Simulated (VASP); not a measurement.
# GeSb4Te4 (P-3m1) in VASP: a series of runs

The runs below take GeSb4Te4 through single point, with PBEsol.

All numbers are computed with VASP 6.6.1; they aren't measurements. Logs are shortened: lines on timing, memory, paths and dates and some standing lists are left out, and cuts for length are marked.

### 1 The cell of the first run

It takes space group P-3m1 (No. 164, trigonal). Conventional cell: a = 4.267 Å, b = 4.267 Å, c = 18.367 Å, α = 90.00°, β = 90.00°, γ = 120.00°. Ge (site symmetry -3m) has 6 Te at 3.04 Å within 4.0 Å. Sb (site symmetry 3m) has 3 Sb at 2.98 Å and 3 Te at 3.57 Å within 3.9 Å. Sb (site symmetry 3m) has 6 Te at 3.08 to 3.26 Å within 4.1 Å. Within 4.0 Å of Te (site symmetry 3m) lie 3 Ge at 3.04 Å and 3 Sb at 3.26 Å. Te (site symmetry 3m) has 6 Sb at 3.08 to 3.57 Å within 4.1 Å.

### 2 Single point, PBEsol (strain +0.000 along x and y, +0.080 along z)

Contents of INCAR:

```
SYSTEM = GeSb4Te4
PREC = Accurate
ENCUT = 520
EDIFF = 1E-6
ISMEAR = 0
SIGMA = 0.15
LREAL = .FALSE.
LASPH = .TRUE.
NELM = 80
ALGO = Normal
ISIF = 2
LWAVE = .FALSE.
LCHARG = .FALSE.
GGA = PS
NBANDS = 39
```

Contents of KPOINTS:

```
Automatic mesh
0
G
  12 12 4
  0 0 0
```

Contents of POSCAR:

```
GeSb4Te4
1.0
    4.2666100355      0.0000000000      0.0000000000
   -2.1333050177      3.6949926788      0.0000000000
    0.0000000000      0.0000000000     18.3672431860
Ge Sb Te
1 4 4
Direct
    0.0000000000      0.0000000000      0.0000000000
    0.3333333333      0.6666666667      0.5458633036
    0.6666666667      0.3333333333      0.4541366964
    0.6666666667      0.3333333333      0.7873570402
    0.3333333333      0.6666666667      0.2126429598
    0.3333333333      0.6666666667      0.9032211307
    0.6666666667      0.3333333333      0.0967788693
    0.0000000000      0.0000000000      0.6867444281
    0.0000000000      0.0000000000      0.3132555719
```

Potentials or basis: VASP PAW PBE potentials, release 64 (Ge_d, Sb, Te).

Started as:

```sh
$ cat potpaw_PBE.64/Ge_d/POTCAR potpaw_PBE.64/Sb/POTCAR potpaw_PBE.64/Te/POTCAR > POTCAR
$ mpirun -np 1 vasp_std > vasp.out
```

OUTCAR:

```text
SYSTEM = GeSb4Te4
   PREC = Accurate
   ENCUT = 520
   EDIFF = 1E-6
   ISMEAR = 0
   LREAL = .FALSE.
   LASPH = .TRUE.
   NELM = 80
   ISIF = 2
   GGA = PS

 ion  position               nearest neighbor table
   1  0.000  0.000  0.000-   6 3.04   7 3.04   6 3.04   7 3.04   7 3.04   6 3.04
   2  0.333  0.667  0.546-   3 2.98   3 2.98   3 2.98   8 3.57   8 3.57   8 3.57
   3  0.667  0.333  0.454-   2 2.98   2 2.98   2 2.98   9 3.57   9 3.57   9 3.57
   4  0.667  0.333  0.787-   8 3.08   8 3.08   8 3.08   6 3.26   6 3.26   6 3.26
   5  0.333  0.667  0.213-   9 3.08   9 3.08   9 3.08   7 3.26   7 3.26   7 3.26
   6  0.333  0.667  0.903-   1 3.04   1 3.04   1 3.04   4 3.26   4 3.26   4 3.26
   7  0.667  0.333  0.097-   1 3.04   1 3.04   1 3.04   5 3.26   5 3.26   5 3.26
   8  0.000  0.000  0.687-   4 3.08   4 3.08   4 3.08   2 3.57   2 3.57   2 3.57
   9  0.000  0.000  0.313-   5 3.08   5 3.08   5 3.08   3 3.57   3 3.57   3 3.57

  LATTYP: Found a hexagonal cell.
 ALAT       =     4.2666100355
 C/A-ratio  =     4.3048797601

  Lattice vectors:

 A1 = (   4.2666100355,   0.0000000000,   0.0000000000)
 A2 = (  -2.1333050177,   3.6949926788,   0.0000000000)
 A3 = (   0.0000000000,   0.0000000000,  18.3672431860)

Analysis of symmetry for initial positions (statically):
=====================================================================
 Subroutine PRICEL returns:
 Original cell was already a primitive cell.

 Routine SETGRP: Setting up the symmetry group for a
 hexagonal supercell.

 Subroutine GETGRP returns: Found 12 space group operations
 (whereof 12 operations were pure point group operations)
 out of a pool of 24 trial point group operations.

The static configuration has the point symmetry D_3d.

Analysis of symmetry for dynamics (positions and initial velocities):
=====================================================================
 Subroutine PRICEL returns:
 Original cell was already a primitive cell.

 Routine SETGRP: Setting up the symmetry group for a
 hexagonal supercell.

 Subroutine GETGRP returns: Found 12 space group operations
 (whereof 12 operations were pure point group operations)
 out of a pool of 24 trial point group operations.

The dynamic configuration has the point symmetry D_3d.

 Subroutine INISYM returns: Found 12 space group operations
 (whereof 12 operations are pure point group operations),
 and found     1 'primitive' translations

----------------------------------------------------------------------------------------

                                     Primitive cell

  volume of cell :     289.5613

  direct lattice vectors                    reciprocal lattice vectors
     4.266610036  0.000000000  0.000000000     0.234378111  0.135318265  0.000000000
    -2.133305018  3.694992679  0.000000000     0.000000000  0.270636531  0.000000000
     0.000000000  0.000000000 18.367243186     0.000000000  0.000000000  0.054444752

  length of vectors
     4.266610036  4.266610035 18.367243186     0.270636531  0.270636531  0.054444752

  position of ions in fractional coordinates (direct lattice)
     0.000000000  0.000000000  0.000000000
     0.333333333  0.666666667  0.545863304
     0.666666667  0.333333333  0.454136696
     0.666666667  0.333333333  0.787357040
     0.333333333  0.666666667  0.212642960
     0.333333333  0.666666667  0.903221131
     0.666666667  0.333333333  0.096778869
     0.000000000  0.000000000  0.686744428
     0.000000000  0.000000000  0.313255572

  ion indices of the primitive-cell ions
   primitive index   ion index
                 1           1
                 2           2
                 3           3
                 4           4
                 5           5
                 6           6
                 7           7
                 8           8
                 9           9

----------------------------------------------------------------------------------------

 KPOINTS: Automatic mesh

Automatic generation of k-mesh.
 Grid dimensions read from file:
 generate k-points for:   12   12    4

 Generating k-lattice:

  Cartesian coordinates                     Fractional coordinates (reciprocal lattice)
     0.019531509  0.011276522  0.000000000     0.083333333  0.000000000  0.000000000
     0.000000000  0.022553044  0.000000000     0.000000000  0.083333333  0.000000000
     0.000000000  0.000000000  0.013611188     0.000000000  0.000000000  0.250000000

  Length of vectors
     0.022553044  0.022553044  0.013611188

  Shift w.r.t. Gamma in fractional coordinates (k-lattice)
     0.000000000  0.000000000  0.000000000

 Subroutine IBZKPT returns following result:
 ===========================================

 Found     69 irreducible k-points:

 Following reciprocal coordinates:
            Coordinates               Weight
  0.000000  0.000000  0.000000      1.000000
  0.083333  0.000000  0.000000      6.000000
  0.166667 -0.000000  0.000000      6.000000
  0.250000 -0.000000  0.000000      6.000000
  0.333333 -0.000000  0.000000      6.000000
  0.416667 -0.000000  0.000000      6.000000
[... 16 lines left out ...]
  0.166667 -0.000000  0.250000      6.000000
  0.000000  0.166667  0.250000      6.000000
 [... further k-points ...]
   k-points           NKPTS =     69   k-points in BZ     NKDIM =     69   number of bands    NBANDS=     39
   number of dos      NEDOS =    301   number of ions     NIONS =      9
   total plane-waves  NPLWV = 143360
   dimension x,y,z NGX =    32 NGY =   32 NGZ =  140
   dimension x,y,z NGXF=    64 NGYF=   64 NGZF=  280
   ions per type =               1   4   4
   NGX,Y,Z   is equivalent  to a cutoff of  12.47, 12.47, 12.67 a.u.
   NGXF,Y,Z  is equivalent  to a cutoff of  24.94, 24.94, 25.34 a.u.
 SYSTEM =  GeSb4Te4
   PREC   = accura    normal or accurate (medium, high low for compatibility)
   ISTART =      0    job   : 0-new  1-cont  2-samecut
   ICHARG =      2    charge: 1-file 2-atom 10-const
   ISPIN  =      1    spin polarized calculation?
   LNONCOLLINEAR =      F non collinear calculations
   LSORBIT =      F    spin-orbit coupling
   LASPH  =      T    aspherical Exc in radial PAW
   ENCUT  =  520.0 eV  38.22 Ry    6.18 a.u.   7.93  7.93 34.15*2*pi/ulx,y,z
   NELM   =     80;   NELMIN=  2; NELMDL= -5     # of ELM steps
   EDIFF  = 0.1E-05   stopping-criterion for ELM
   LREAL  =      F    real-space projection
   EDIFFG = 0.1E-04   stopping-criterion for IOM
   NSW    =      0    number of steps for IOM
   IBRION =     -1    ionic relax: 0-MD 1-quasi-New 2-CG
   NFREE  =      0    steps in history (QN), initial steepest desc. (CG)
   ISIF   =      2    stress and relaxation
   ISYM   =      2    0-nonsym 1-usesym 2-fastsym
   POTIM  = 0.5000    time-step for ionic-motion
   TEBEG  =    0.0;   TEEND  =   0.0 temperature during run
   PSTRESS=    0.0 pullay stress
   NELECT =      58.0000    total number of electrons
   NUPDOWN=      -1.0000    fix difference up-down
   EMIN   =  10.00;   EMAX   =-10.00  energy-range for DOS
   EFERMI =   0.00;   METHOD = LEGACY
   ISMEAR =     0;   SIGMA  =   0.15  broadening in eV -4-tet -1-fermi 0-gaus
   EFERMI_NEDOS =   21; number of points for ismear=-14 and -15
   IALGO  =     38    algorithm
   IMIX   =      4    mixing-type and parameters
     AMIX     =   0.40;   BMIX     =  1.00
     AMIX_MAG =   1.60;   BMIX_MAG =  1.00
  volume/ion in A,a.u.               =      32.17       217.12
  Fermi-wavevector in a.u.,A,eV,Ry     =   0.957864  1.810101 12.483400  0.917504
  Thomas-Fermi vector in A             =   2.086920
   LORBIT       =      0    0 simple, 1 ext, 2 COOP (PROOUT), +10 PAW based schemes
   GGA     = PS    functional components
   LHFCALC =     F    Hartree Fock is set to
   AEXX    =    0.0000 exact exchange contribution
   IVDW    =     0    specifies the selected vdW correction
   LEPSILON=     F    determine dielectric tensor
   LRPA    =     F    only Hartree local field effects (RPA)
 non-spin polarized calculation
 Gauss-broadening in eV      SIGMA  =   0.15
  energy-cutoff  :      520.00
  volume of cell :      289.56
 maximum number of plane-waves:      7842
   NGX = 15   NGY = 15   NGZ = 69

 number of electron      58.0000013 magnetization

 Free energy of the ion-electron system (eV)
  ---------------------------------------------------
  ext. energy  EPLUGINS =         0.00000000
  ---------------------------------------------------
  free energy    TOTEN  =       -37.64880581 eV

  energy without entropy =      -37.63462904  energy(sigma->0) =      -37.64171742

 E-fermi :   5.9431     XC(G=0):  -9.3864

 val. band max:        5.9087791518   @ k =   0.0833   0.0000   0.2500
 cond. band min:       5.9503536307   @ k =   0.4167  -0.0000   0.2500
 fundamental gap:      0.0415744790
 Fermi energy:         5.9431314646

 k-point     1 :       0.0000    0.0000    0.0000
  band No.  band energies     occupation
      1     -19.0089      2.00000
      2     -19.0089      2.00000
      3     -19.0064      2.00000
      4     -19.0032      2.00000
      5     -19.0032      2.00000
      6      -6.9803      2.00000
[... 31 lines left out ...]
     38       7.7166      0.00000
     39       8.2757      0.00000

 k-point     2 :       0.0833    0.0000    0.0000
  band No.  band energies     occupation
      1     -19.0090      2.00000
      2     -19.0089      2.00000
      3     -19.0063      2.00000
      4     -19.0032      2.00000
      5     -19.0031      2.00000
      6      -6.9197      2.00000
[... 31 lines left out ...]
     38       8.0180      0.00000
     39       8.2659      0.00000

 k-point     3 :       0.1667   -0.0000    0.0000
  band No.  band energies     occupation
      1     -19.0095      2.00000
      2     -19.0088      2.00000
      3     -19.0061      2.00000
      4     -19.0033      2.00000
      5     -19.0028      2.00000
      6      -6.7409      2.00000
[... 832 lines left out ...]
 k-point    23 :       0.1667   -0.0000    0.2500
  band No.  band energies     occupation
      1     -19.0095      2.00000
      2     -19.0088      2.00000
      3     -19.0061      2.00000
      4     -19.0033      2.00000
      5     -19.0028      2.00000
      6      -6.7331      2.00000
[... 31 lines left out ...]
     38       8.5019      0.00000
     39       8.5646      0.00000

 k-point    24 :       0.0000    0.1667    0.2500
  band No.  band energies     occupation
      1     -19.0095      2.00000
      2     -19.0088      2.00000
      3     -19.0061      2.00000
      4     -19.0033      2.00000
      5     -19.0028      2.00000
      6      -6.7327      2.00000
[... 31 lines left out ...]
     38       8.5923      0.00000
     39       8.6767      0.00000

 [... further k-points ...]
[... 5 lines left out ...]
  --------------------------------------------------------------------------------------
  -------------------------------------------------------------------------------------
  Total       -5.0642872     -5.0642872    -10.1760532     -0.0000000      0.0000000     -0.0000000
  in kB      -28.0213076    -28.0213076    -56.3053216     -0.0000000      0.0000000     -0.0000000
  external PRESSURE =     -37.4493123 kB  Pullay stress =       0.0000000 kB

 VOLUME and BASIS-vectors are now :
 -----------------------------------------------------------------------------
  energy-cutoff  :      520.00
  volume of cell :      289.56
      direct lattice vectors                 reciprocal lattice vectors
     4.266610036  0.000000000  0.000000000     0.234378111  0.135318265  0.000000000
    -2.133305018  3.694992679  0.000000000     0.000000000  0.270636531  0.000000000
     0.000000000  0.000000000 18.367243186     0.000000000  0.000000000  0.054444752

 POSITION                                       TOTAL-FORCE (eV/Angst)
 -----------------------------------------------------------------------------------
      0.00000      0.00000      0.00000         0.000000      0.000000     -0.000000
     -0.00000      2.46333     10.02600        -0.000000      0.000000     -0.609868
      2.13331      1.23166      8.34124         0.000000     -0.000000      0.609868
      2.13331      1.23166     14.46158        -0.000000     -0.000000     -0.227740
     -0.00000      2.46333      3.90566         0.000000      0.000000      0.227740
     -0.00000      2.46333     16.58968        -0.000000     -0.000000     -0.024651
      2.13331      1.23166      1.77756         0.000000      0.000000      0.024651
      0.00000      0.00000     12.61360         0.000000      0.000000      0.589258
      0.00000      0.00000      5.75364        -0.000000     -0.000000     -0.589258
 -----------------------------------------------------------------------------------
    total drift:                                0.000000     -0.000000     -0.000000

  FREE ENERGIE OF THE ION-ELECTRON SYSTEM (eV)
  ---------------------------------------------------
  free  energy   TOTEN  =       -37.6488058069 eV

  energy  without entropy=      -37.6346290412  energy(sigma->0) =      -37.64171742
```

Run time: 10 min. Hardware: 1 thread of AMD EPYC 9R45 (Zen 5), shared host; peak memory 0.8 GiB.

What came out:

```yaml
Free_energy: -37.6488 eV
Pressure: -3.7 GPa
Largest_force: 0.610 eV/Å
Band_gap_on_the_k_mesh: zero (band 29 reaches 6.29 eV, above the bottom of band 30 at 5.88 eV)
```

Forces on the atoms (eV/Å):
```
Ge   0.000  0.000  0.000
Sb   0.000  0.000 -0.610
Sb   0.000  0.000  0.610
Sb   0.000  0.000 -0.228
Sb   0.000  0.000  0.228
Te   0.000  0.000 -0.025
Te   0.000  0.000  0.025
Te   0.000  0.000  0.589
Te   0.000  0.000 -0.589
```

Caveat: the cell differs from its parent crystal (strain +0.000 along x and y, +0.080 along z); the PAW data sets were made with another functional, which shifts forces and pressure a little; spin-orbit coupling is left out, which moves the levels of the heavy elements.

### 3 Single point, PBEsol (strain -0.080 along x and y, +0.000 along z)

Contents of INCAR:

```
SYSTEM = GeSb4Te4
PREC = Accurate
ENCUT = 520
EDIFF = 1E-6
ISMEAR = 0
SIGMA = 0.15
LREAL = .False.
LASPH = .True.
NELM = 100
ALGO = Normal
ISIF = 2
LWAVE = .False.
LCHARG = .False.
GGA = PS
NBANDS = 39
```

Contents of KPOINTS:

```
Automatic mesh
0
Gamma
  12 12 4
  0 0 0
```

POSCAR: that of step 2 with these lines changed.

```diff
@@ -2,5 +2,5 @@
 1.0
-    4.2666100355      0.0000000000      0.0000000000
-   -2.1333050177      3.6949926788      0.0000000000
-    0.0000000000      0.0000000000     18.3672431860
+    3.9252812327      0.0000000000      0.0000000000
+   -1.9626406163      3.3993932645      0.0000000000
+    0.0000000000      0.0000000000     17.0067066537
 Ge Sb Te
```

Potentials or basis: VASP PAW PBE potentials, release 64 (Ge_d, Sb, Te).

Started as:

```sh
$ cat potpaw_PBE.64/Ge_d/POTCAR potpaw_PBE.64/Sb/POTCAR potpaw_PBE.64/Te/POTCAR > POTCAR
$ mpirun -np 1 vasp_std > vasp.out
```

Run time: 9.4 min. Hardware: 1 thread of Intel Xeon 6975P-C (Granite Rapids), shared host; peak memory 0.71 GiB.

The run converged. Its results:

```yaml
Free_energy: -36.4431 eV
Pressure: 13.4 GPa
Largest_force: 1.294 eV/Å
Band_gap_on_the_k_mesh: zero (band 29 reaches 9.65 eV, above the bottom of band 30 at 8.66 eV)
```

Forces in eV/Å, atoms in the order of the input:
```
Ge   0.000  0.000  0.000
Sb   0.000  0.000  1.294
Sb   0.000  0.000 -1.294
Sb   0.000  0.000  0.677
Sb   0.000  0.000 -0.677
Te   0.000  0.000  0.100
Te   0.000  0.000 -0.100
Te   0.000  0.000 -1.215
Te   0.000  0.000  1.215
```

Stress tensor (GPa, compression positive):
```
13.84  0.00  0.00
 0.00 13.84  0.00
 0.00  0.00 12.40
```

Levels at points of the mesh, in eV from the Fermi level:
```
           k point  band 25  band 26  band 27  band 28  band 29  band 30  band 31  band 32  band 33  band 34
(0.00, 0.00, 0.00)    -0.89    -0.89    -0.41    -0.23     0.36     0.36     0.80     1.18     1.18     1.36
(0.50, 0.00, 0.00)    -2.45    -2.39    -1.97    -1.26    -1.05    -0.44     0.89     1.13     1.17     1.35
(0.00, 0.00, 0.50)    -1.22    -0.93    -0.93     0.10     0.52     0.52     0.66     0.90     0.90     1.58
(0.50, 0.00, 0.50)    -2.89    -2.56    -2.37    -1.68    -0.29     0.25     0.44     0.92     1.18     1.30
```

Caveat: the cell differs from its parent crystal (strain -0.080 along x and y, +0.000 along z); the PAW data sets were made with another functional, which shifts forces and pressure a little; spin-orbit coupling is left out, which moves the levels of the heavy elements.

### 4 Single point, PBEsol (strain -0.080 along x and y, +0.080 along z)

Contents of INCAR:

```
SYSTEM = GeSb4Te4
ALGO = Normal
EDIFF = 1E-6
ENCUT = 520
GGA = PS
ISIF = 2
ISMEAR = 0
LASPH = .TRUE.
LCHARG = .FALSE.
LREAL = .FALSE.
LWAVE = .FALSE.
NBANDS = 39
NELM = 100
PREC = Accurate
SIGMA = 0.15
```

Contents of KPOINTS:

```
k-points
0
G
  12 12 4
  0 0 0
```

POSCAR: that of step 3 with these lines changed.

```diff
@@ -4,3 +4,3 @@
    -1.9626406163      3.3993932645      0.0000000000
-    0.0000000000      0.0000000000     17.0067066537
+    0.0000000000      0.0000000000     18.3672431860
 Ge Sb Te
```

Started as:

```sh
$ cat potpaw_PBE.64/Ge_d/POTCAR potpaw_PBE.64/Sb/POTCAR potpaw_PBE.64/Te/POTCAR > POTCAR
$ mpirun -np 1 vasp_std > vasp.out
```

It took 9.8 min on 1 thread of Intel Xeon 6975P-C (Granite Rapids), shared host; peak memory 0.75 GiB.

Results (log left out):

| Quantity | Value |
| --- | --- |
| Free energy | -37.2418 eV |
| Pressure | 5.1 GPa |
| Largest force | 0.418 eV/Å |
| Band gap on the k mesh | zero (band 29 reaches 8.87 eV, above the bottom of band 30 at 7.26 eV) |

Forces in eV/Å, atoms in the order of the input:
```
Ge   0.000  0.000  0.000
Sb   0.000  0.000  0.418
Sb   0.000  0.000 -0.418
Sb   0.000  0.000  0.287
Sb   0.000  0.000 -0.287
Te   0.000  0.000  0.063
Te   0.000  0.000 -0.063
Te   0.000  0.000 -0.396
Te   0.000  0.000  0.396
```

Stress tensor (GPa, compression positive):
```
6.54 0.00 0.00
0.00 6.54 0.00
0.00 0.00 2.10
```

Levels at points of the mesh, in eV from the Fermi level:
```csv
k point,band 27,band 28,band 29,band 30,band 31,band 32
"(0.00, 0.00, 0.00)",-0.23,-0.23,0.99,0.99,1.37,1.50
"(0.50, 0.00, 0.00)",-1.44,-1.23,-1.10,-0.58,1.10,1.22
"(0.00, 0.00, 0.50)",-0.25,0.44,0.93,1.09,1.09,1.40
"(0.50, 0.00, 0.50)",-2.17,-1.24,-0.38,0.34,0.52,0.78
```

Caveat: the cell differs from its parent crystal (strain -0.080 along x and y, +0.080 along z); the PAW data sets were made with another functional, which shifts forces and pressure a little; spin-orbit coupling is left out, which moves the levels of the heavy elements.

### 5 Summary

| cell | gap on the mesh (eV) | pressure (GPa) | largest force (eV/Å) |
| --- | --- | --- | --- |
| a = 4.267, b = 4.267, c = 18.367 Å, angles 90.0, 90.0, 120.0°, 9 atoms | none | -3.7 | 0.61 |
| a = 3.925, b = 3.925, c = 17.007 Å, angles 90.0, 90.0, 120.0°, 9 atoms | none | 13.4 | 1.29 |
| a = 3.925, b = 3.925, c = 18.367 Å, angles 90.0, 90.0, 120.0°, 9 atoms | none | 5.1 | 0.42 |

Alike in all rows: task single point; level PBEsol; potentials or basis VASP PAW PBE potentials, release 64 (Ge_d, Sb, Te); no spin polarisation; k mesh 12 × 12 × 4; cutoff (eV) 520; smearing gaussian 0.15 eV.

Caveats: the PAW data sets were made with another functional, which shifts forces and pressure a little; spin-orbit coupling is left out, which moves the levels of the heavy elements.

Total energies depend on the potentials used, so only differences within one code and one set of settings carry meaning.
